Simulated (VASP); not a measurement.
# Cs (Fm-3m) in VASP: notebook

Runs on Cs. Level: r2SCAN. Tasks: single point, relaxation of cell and atoms.

All numbers are computed with VASP 6.6.1; they aren't measurements. Logs are shortened: lines on timing, memory, paths and dates and some standing lists are left out, and cuts for length are marked.

**1. The cell of the first run**

The structure is cubic, space group Fm-3m (No. 225). Conventional cell: a = 6.873 Å, b = 6.873 Å, c = 6.873 Å, α = 90.00°, β = 90.00°, γ = 90.00°.

This isn't the form of Cs at room conditions, which is bcc.

**2. Single point, r2SCAN**

POSCAR

```
Cs
1.0
    0.0000000000      3.4366582551      3.4366582551
    3.4366582551      0.0000000000      3.4366582551
    3.4366582551      3.4366582551      0.0000000000
Cs
1
Direct
    0.0000000000      0.0000000000      0.0000000000
```

INCAR.step1

```
  ALGO = Normal
  EDIFF = 1E-4
  ENCUT = 520
  GGA = PE
  ISMEAR = 0
  LASPH = True
  LCHARG = False
  LREAL = False
  LWAVE = True
  NBANDS = 10
  NELM = 60
  PREC = Accurate
  SIGMA = 0.1
```

INCAR.step2

```
  ALGO = Normal
  EDIFF = 1E-6
  ENCUT = 520
  ISIF = 2
  ISMEAR = 0
  ISTART = 1
  LASPH = True
  LCHARG = True
  LELF = True
  LMIXTAU = True
  LREAL = False
  LVHAR = True
  LWAVE = False
  METAGGA = R2SCAN
  NBANDS = 10
  NELM = 60
  PREC = Accurate
  SIGMA = 0.1
```

KPOINTS

```
k-points
0
Gamma
  4 4 4
```

Potentials or basis: VASP PAW PBE potentials, release 64 (Cs_sv).

The run is started by

```bash
cat potpaw_PBE.64/Cs_sv/POTCAR > POTCAR
cp INCAR.step1 INCAR
mpirun -np 1 vasp_std > vasp.out
cp INCAR.step2 INCAR
mpirun -np 1 vasp_std > vasp.out
```

OUTCAR:

```text
EDIFF = 1E-6
   ENCUT = 520
   ISIF = 2
   ISMEAR = 0
   ISTART = 1
   LASPH = True
   LREAL = False
   METAGGA = R2SCAN
   NELM = 60
   PREC = Accurate

 ion  position               nearest neighbor table
   1  0.000  0.000  0.000-

  LATTYP: Found a face centered cubic cell.
 ALAT       =     6.8733165102

  Lattice vectors:

 A1 = (   0.0000000000,   3.4366582551,   3.4366582551)
 A2 = (   3.4366582551,   0.0000000000,   3.4366582551)
 A3 = (   3.4366582551,   3.4366582551,   0.0000000000)

Analysis of symmetry for initial positions (statically):
=====================================================================
 Subroutine PRICEL returns:
 Original cell was already a primitive cell.

 Routine SETGRP: Setting up the symmetry group for a
 face centered cubic supercell.

 Subroutine GETGRP returns: Found 48 space group operations
 (whereof 48 operations were pure point group operations)
 out of a pool of 48 trial point group operations.

The static configuration has the point symmetry O_h .

Analysis of symmetry for dynamics (positions and initial velocities):
=====================================================================
 Subroutine PRICEL returns:
 Original cell was already a primitive cell.

 Routine SETGRP: Setting up the symmetry group for a
 face centered cubic supercell.

 Subroutine GETGRP returns: Found 48 space group operations
 (whereof 48 operations were pure point group operations)
 out of a pool of 48 trial point group operations.

The dynamic configuration has the point symmetry O_h .

 Subroutine INISYM returns: Found 48 space group operations
 (whereof 48 operations are pure point group operations),
 and found     1 'primitive' translations

----------------------------------------------------------------------------------------

                                     Primitive cell

  volume of cell :      81.1781

  direct lattice vectors                    reciprocal lattice vectors
     0.000000000  3.436658255  3.436658255    -0.145490172  0.145490172  0.145490172
     3.436658255  0.000000000  3.436658255     0.145490172 -0.145490172  0.145490172
     3.436658255  3.436658255  0.000000000     0.145490172  0.145490172 -0.145490172

  length of vectors
     4.860168714  4.860168714  4.860168714     0.251996370  0.251996370  0.251996370

  position of ions in fractional coordinates (direct lattice)
     0.000000000  0.000000000  0.000000000

  ion indices of the primitive-cell ions
   primitive index   ion index
                 1           1

----------------------------------------------------------------------------------------

 KPOINTS: k-points

Automatic generation of k-mesh.
 Grid dimensions read from file:
 generate k-points for:    4    4    4

 Generating k-lattice:

  Cartesian coordinates                     Fractional coordinates (reciprocal lattice)
    -0.036372543  0.036372543  0.036372543     0.250000000  0.000000000  0.000000000
     0.036372543 -0.036372543  0.036372543     0.000000000  0.250000000  0.000000000
     0.036372543  0.036372543 -0.036372543     0.000000000  0.000000000  0.250000000

  Length of vectors
     0.062999092  0.062999092  0.062999092

  Shift w.r.t. Gamma in fractional coordinates (k-lattice)
     0.000000000  0.000000000  0.000000000

 Subroutine IBZKPT returns following result:
 ===========================================

 Found      8 irreducible k-points:

 Following reciprocal coordinates:
            Coordinates               Weight
  0.000000  0.000000  0.000000      1.000000
  0.250000  0.000000  0.000000      8.000000
  0.500000  0.000000  0.000000      4.000000
  0.250000  0.250000  0.000000      6.000000
  0.500000  0.250000  0.000000     24.000000
 -0.250000  0.250000  0.000000     12.000000
  0.500000  0.500000  0.000000      3.000000
 -0.250000  0.500000  0.250000      6.000000
   k-points           NKPTS =      8   k-points in BZ     NKDIM =      8   number of bands    NBANDS=     10
   number of dos      NEDOS =    301   number of ions     NIONS =      1
[... 48 lines left out ...]
      9       6.0268      0.00000
     10       6.0268      0.00000

 k-point     2 :       0.2500    0.0000    0.0000
  band No.  band energies     occupation
      1     -23.0618      2.00000
      2      -9.5630      2.00000
      3      -9.3699      2.00000
      4      -9.3698      2.00000
      5       0.4539      2.00000
      6       3.4320      0.00000
      7       4.5829      0.00000
      8       4.5829      0.00000
      9       5.8690      0.00000
     10       5.8690      0.00000

 k-point     3 :       0.5000    0.0000    0.0000
  band No.  band energies     occupation
      1     -23.0455      2.00000
      2      -9.7655      2.00000
      3      -9.3957      2.00000
      4      -9.3957      2.00000
      5       1.5433      1.94048
      6       2.8473      0.00000
      7       4.2446      0.00000
      8       4.2446      0.00000
      9       7.0864      0.00000
     10       7.1418      0.00000

 k-point     4 :       0.2500    0.2500    0.0000
  band No.  band energies     occupation
      1     -23.0565      2.00000
      2      -9.5531      2.00000
      3      -9.4174      2.00000
      4      -9.4174      2.00000
      5       0.7045      2.00000
      6       3.1661      0.00000
      7       4.0983      0.00000
      8       5.1694      0.00000
      9       5.1694      0.00000
     10       6.5186      0.00000

 k-point     5 :       0.5000    0.2500    0.0000
  band No.  band energies     occupation
      1     -23.0402      2.00000
      2      -9.6910      2.00000
      3      -9.5075      2.00000
      4      -9.4431      2.00000
      5       1.8699      0.00624
      6       2.6540      0.00000
      7       3.4834      0.00000
      8       5.0811      0.00000
      9       6.4160      0.00000
     10       7.2502      0.00000

 k-point     6 :      -0.2500    0.2500    0.0000
  band No.  band energies     occupation
      1     -23.0456      2.00000
      2      -9.6482      2.00000
      3      -9.5174      2.00000
      4      -9.3962      2.00000
      5       1.6063      1.67953
      6       3.1732      0.00000
      7       3.2326      0.00000
      8       4.8560      0.00000
      9       5.6918      0.00000
     10       7.4470      0.00000

 k-point     7 :       0.5000    0.5000    0.0000
  band No.  band energies     occupation
      1     -23.0350      2.00000
      2      -9.7332      2.00000
      3      -9.4895      2.00000
      4      -9.4895      2.00000
      5       1.5145      1.97801
      6       2.4574      0.00000
      7       3.9500      0.00000
      8       7.1911      0.00000
      9       7.2063      0.00000
     10       7.2063      0.00000

 k-point     8 :      -0.2500    0.5000    0.2500
  band No.  band energies     occupation
      1     -23.0349      2.00000
      2      -9.6141      2.00000
      3      -9.6141      2.00000
      4      -9.4977      2.00000
      5       2.1519      0.00000
      6       3.1009      0.00000
      7       3.1009      0.00000
      8       4.5375      0.00000
      9       7.5068      0.00000
     10       7.6476      0.00000

------------------------ aborting loop because EDIFF is reached ----------------------------------------

  FORCE on cell =-STRESS in cart. coord.  units (eV):
  Direction    XX          YY          ZZ          XY          YZ          ZX
  --------------------------------------------------------------------------------------
  -------------------------------------------------------------------------------------
  Total        0.7351924      0.7351924      0.7351924      0.0000000      0.0000000      0.0000000
  in kB       14.5101711     14.5101711     14.5101711      0.0000000      0.0000000      0.0000000
  external PRESSURE =      14.5101711 kB  Pullay stress =       0.0000000 kB

 VOLUME and BASIS-vectors are now :
 -----------------------------------------------------------------------------
  energy-cutoff  :      520.00
  volume of cell :       81.18
      direct lattice vectors                 reciprocal lattice vectors
     0.000000000  3.436658255  3.436658255    -0.145490172  0.145490172  0.145490172
     3.436658255  0.000000000  3.436658255     0.145490172 -0.145490172  0.145490172
     3.436658255  3.436658255  0.000000000     0.145490172  0.145490172 -0.145490172

 POSITION                                       TOTAL-FORCE (eV/Angst)
 -----------------------------------------------------------------------------------
      0.00000      0.00000      0.00000         0.000000      0.000000      0.000000
 -----------------------------------------------------------------------------------
    total drift:                                0.000000      0.000000     -0.000000

  FREE ENERGIE OF THE ION-ELECTRON SYSTEM (eV)
  ---------------------------------------------------
  free  energy   TOTEN  =       -24.8369979785 eV

  energy  without entropy=      -24.8292480639  energy(sigma->0) =      -24.83312302
```

Run time: 74 s. Hardware: 1 thread of Intel Xeon 8259CL, shared host; peak memory 0.21 GiB.

Results:

- Free energy: -24.8370 eV
- Pressure: 1.5 GPa
- Band gap on the k mesh: zero (an odd number of electrons rules out a gap without spin polarisation)

Caveat: the k points lie up to 0.40 Å⁻¹ apart, too coarse for converged energies and pressures of a metal; the PAW data sets were made with another functional, which shifts forces and pressure a little; spin-orbit coupling is left out, which moves the levels of the heavy elements.

**3. Single point, r2SCAN**

This run uses another cell than the first one, of 124.17 Å³/atom.

POSCAR

```
Cs
1.0
    0.0000000000      3.9597262749      3.9597262749
    3.9597262749      0.0000000000      3.9597262749
    3.9597262749      3.9597262749      0.0000000000
Cs
1
Direct
    0.0000000000      0.0000000000      0.0000000000
```

INCAR.step1

```
SYSTEM = Cs
ALGO     = Normal         ! electronic algorithm
EDIFF    = 1E-4           ! SCF threshold, eV
ENCUT    = 520            ! plane-wave cutoff, eV
GGA      = PE             ! functional
ISMEAR   = 0              ! smearing method
LASPH    = .TRUE.         ! aspherical terms in the spheres
LCHARG   = .FALSE.        ! write CHGCAR
LREAL    = .FALSE.        ! projectors in reciprocal space
LWAVE    = .TRUE.         ! write WAVECAR
NBANDS   = 10             ! bands
NELM     = 80             ! most SCF steps
PREC     = Accurate       ! precision mode
SIGMA    = 0.1            ! smearing width, eV
```

INCAR.step2

```
SYSTEM = Cs
ALGO     = Normal         ! electronic algorithm
EDIFF    = 1E-7           ! SCF threshold, eV
ENCUT    = 520            ! plane-wave cutoff, eV
ISIF     = 2              ! what is computed and relaxed
ISMEAR   = 0              ! smearing method
ISTART   = 1            
LASPH    = .TRUE.         ! aspherical terms in the spheres
LCHARG   = .FALSE.        ! write CHGCAR
LMIXTAU  = .TRUE.       
LREAL    = .FALSE.        ! projectors in reciprocal space
LWAVE    = .FALSE.        ! write WAVECAR
METAGGA  = R2SCAN         ! meta-GGA
NBANDS   = 10             ! bands
NELM     = 80             ! most SCF steps
PREC     = Accurate       ! precision mode
SIGMA    = 0.1            ! smearing width, eV
```

KPOINTS

```
k-points
0
G
  10 10 10
  0 0 0
```

Potentials or basis: VASP PAW PBE potentials, release 64 (Cs_sv).

The run is started by

```bash
cat potpaw_PBE.64/Cs_sv/POTCAR > POTCAR
cp INCAR.step1 INCAR
mpirun -np 1 vasp_std > vasp.out
cp INCAR.step2 INCAR
mpirun -np 1 vasp_std > vasp.out
```

Wall time 8.7 min (1 thread of Intel Xeon 8259CL, shared host); peak memory 0.31 GiB.

It converged, with:

```
Free energy            : -25.0190 eV
Pressure               : 0.0 GPa
Band gap on the k mesh : zero (an odd number of electrons rules out a gap without spin polarisation)
```

Levels at points of the mesh, in eV from the Fermi level:
```
           k point  band 1  band 2  band 3  band 4  band 5  band 6  band 7  band 8  band 9  band 10
(0.00, 0.00, 0.00)  -24.82  -11.20  -11.20  -11.20   -1.70    2.72    2.72    2.72    3.82     3.82
(0.50, 0.00, 0.00)  -24.82  -11.31  -11.21  -11.21    0.09    0.62    2.55    2.55    4.56     4.56
(0.50, 0.50, 0.00)  -24.82  -11.30  -11.24  -11.24    0.35    1.20    1.35    4.13    4.13     4.58
```

Caveat: the PAW data sets were made with another functional, which shifts forces and pressure a little; spin-orbit coupling is left out, which moves the levels of the heavy elements.

**4. Single point, r2SCAN**

This run uses another cell than the first one, of 124.17 Å³/atom.

POSCAR is that of step 3.

INCAR.step1

```
ALGO = Normal
EDIFF = 1E-4
ENCUT = 520
GGA = PE
ISMEAR = 0
LASPH = True
LCHARG = False
LREAL = False
LWAVE = True
NBANDS = 10
NELM = 60
PREC = Accurate
SIGMA = 0.1
```

INCAR.step2

```
ALGO = Normal
EDIFF = 1E-6
ENCUT = 520
ISIF = 2
ISMEAR = 0
ISTART = 1
LASPH = True
LCHARG = False
LMIXTAU = True
LREAL = False
LWAVE = False
METAGGA = R2SCAN
NBANDS = 10
NELM = 60
PREC = Accurate
SIGMA = 0.1
```

KPOINTS

```
k-points
0
Gamma
  10 10 10
```

The run is started by

```bash
cat potpaw_PBE.64/Cs_sv/POTCAR > POTCAR
cp INCAR.step1 INCAR
mpirun -np 1 vasp_std > vasp.out
cp INCAR.step2 INCAR
mpirun -np 1 vasp_std > vasp.out
```

Run time: 9.4 min. Hardware: 1 thread of Intel Xeon 8259CL, shared host; peak memory 0.31 GiB.

Results (log left out):

```
Free energy            : -25.0190 eV
Pressure               : 0.0 GPa
Band gap on the k mesh : zero (an odd number of electrons rules out a gap without spin polarisation)
```

Levels at points of the mesh, in eV from the Fermi level:
```csv
k point,band 1,band 2,band 3,band 4,band 5,band 6,band 7,band 8,band 9,band 10
"(0.00, 0.00, 0.00)",-24.82,-11.20,-11.20,-11.20,-1.70,2.72,2.72,2.72,3.82,3.82
"(0.50, 0.00, 0.00)",-24.82,-11.31,-11.21,-11.21,0.09,0.62,2.55,2.55,4.56,4.56
"(0.50, 0.50, 0.00)",-24.82,-11.30,-11.24,-11.24,0.35,1.20,1.35,4.13,4.13,4.71
```

Caveat: the PAW data sets were made with another functional, which shifts forces and pressure a little; spin-orbit coupling is left out, which moves the levels of the heavy elements.

**5. Relaxation of cell and atoms, r2SCAN**

POSCAR

```
Cs
1.0
    0.0000000000      3.4366582551      3.4366582551
    3.4366582551      0.0000000000      3.4366582551
    3.4366582551      3.4366582551      0.0000000000
Cs
1
Direct
    0.0000000000      0.0000000000      0.0000000000
```

INCAR.step1

```
SYSTEM = Cs
PREC     = Accurate       ! precision mode
ENCUT    = 600            ! plane-wave cutoff, eV
ISMEAR   = 0              ! smearing method
SIGMA    = 0.1            ! smearing width, eV
LREAL    = .False.        ! projectors in reciprocal space
LASPH    = .True.         ! aspherical terms in the spheres
NELM     = 60             ! most SCF steps
GGA      = PE             ! functional
ALGO     = Normal         ! electronic algorithm
EDIFF    = 1E-4           ! SCF threshold, eV
LWAVE    = .True.         ! write WAVECAR
LCHARG   = .False.        ! write CHGCAR
```

INCAR.step2

```
SYSTEM = Cs
PREC     = Accurate       ! precision mode
ENCUT    = 600            ! plane-wave cutoff, eV
EDIFF    = 1E-6           ! SCF threshold, eV
ISMEAR   = 0              ! smearing method
SIGMA    = 0.1            ! smearing width, eV
LREAL    = .False.        ! projectors in reciprocal space
LASPH    = .True.         ! aspherical terms in the spheres
NELM     = 60             ! most SCF steps
ALGO     = Normal         ! electronic algorithm
ISIF     = 3              ! what is computed and relaxed
LWAVE    = .False.        ! write WAVECAR
LCHARG   = .False.        ! write CHGCAR
METAGGA  = R2SCAN         ! meta-GGA
LMIXTAU  = .True.       
IBRION   = 2              ! ionic algorithm
NSW      = 80             ! ionic steps
EDIFFG   = -0.01          ! ionic threshold
ISTART   = 1
```

KPOINTS

```
Automatic mesh
0
Gamma
  10 10 10
  0 0 0
```

The run is started by

```bash
cat potpaw_PBE.64/Cs_sv/POTCAR > POTCAR
cp INCAR.step1 INCAR
mpirun -np 1 vasp_std > vasp.out
cp INCAR.step2 INCAR
mpirun -np 1 vasp_std > vasp.out
```

Wall time 18 min (1 thread of Intel Xeon 8259CL, shared host); peak memory 0.28 GiB.

The run converged. Its results:

| Item | Value |
| --- | --- |
| Free energy | -25.0166 eV |
| Relaxed volume | 122.76 Å³/atom |
| Relaxed cell | a = 5.579 Å, b = 5.579 Å, c = 5.579 Å, α = 60.00°, β = 60.00°, γ = 60.00° |
| Space group after relaxing (to 0.1 Å) | Fm-3m (No. 225) |
| Energy gained by relaxing | 147.3 meV/atom |
| Ionic steps | 4 |
| Pressure after relaxing | 0.0 GPa |
| Band gap on the k mesh | zero (an odd number of electrons rules out a gap without spin polarisation) |

Step by step:
```
step  energy change (eV)  largest force (eV/Å)  pressure (GPa)  volume (Å³)
   1              0.0000                0.0000            1.33        81.18
   2             -0.0595                0.0000            0.99        89.38
   3             -0.1452                0.0000            0.11       117.24
   4             -0.1473                0.0000            0.01       122.76
```

Final structure:
```cif
data_structure
_symmetry_space_group_name_H-M 'P 1'
_symmetry_Int_Tables_number 1
_cell_length_a 5.5786
_cell_length_b 5.5786
_cell_length_c 5.5786
_cell_angle_alpha 60.000
_cell_angle_beta 60.000
_cell_angle_gamma 60.000
_cell_volume 122.76
loop_
_atom_site_label
_atom_site_type_symbol
_atom_site_fract_x
_atom_site_fract_y
_atom_site_fract_z
_atom_site_occupancy
Cs1 Cs 0.00000 0.00000 0.00000 1
```

Levels at points of the mesh, in eV from the Fermi level:
| k point | band 2 | band 3 | band 4 | band 5 | band 6 | band 7 | band 8 |
| --- | --- | --- | --- | --- | --- | --- | --- |
| (0.00, 0.00, 0.00) | -11.19 | -11.19 | -11.19 | -1.71 | 2.72 | 2.72 | 2.72 |
| (0.50, 0.00, 0.00) | -11.30 | -11.21 | -11.21 | 0.08 | 0.63 | 2.56 | 2.56 |
| (0.50, 0.50, 0.00) | -11.30 | -11.23 | -11.23 | 0.34 | 1.19 | 1.36 | 4.16 |

Caveat: the volume moved by over 15 % at a fixed basis, so the end points are rough; the PAW data sets were made with another functional, which shifts forces and pressure a little; spin-orbit coupling is left out, which moves the levels of the heavy elements. Zero-point motion and thermal expansion aren't in these numbers.

**6. Summary**

| task | cell | k mesh | cutoff (eV) | gap on the mesh (eV) | pressure (GPa) |
| --- | --- | --- | --- | --- | --- |
| single point | a = 4.860 Å, angles 60.0°, 1 atom | 4 × 4 × 4 | 520 | none | 1.5 |
| single point | a = 5.600 Å, angles 60.0°, 1 atom | 10 × 10 × 10 | 520 | none | 0.0 |
| relaxation of cell and atoms | relaxed from a = 4.860 Å, angles 60.0°, 1 atom | 10 × 10 × 10 | 600 | none | 0.0 |

Alike in all rows: level r2SCAN; potentials or basis VASP PAW PBE potentials, release 64 (Cs_sv); no spin polarisation; smearing gaussian 0.1 eV.

Caveats: some runs use coarse meshes; the PAW data sets were made with another functional, which shifts forces and pressure a little; spin-orbit coupling is left out, which moves the levels of the heavy elements; the volume moved by over 15 % at a fixed basis, so the end points are rough (at least some runs).

Absolute energies hang on the potentials; compare differences alone.
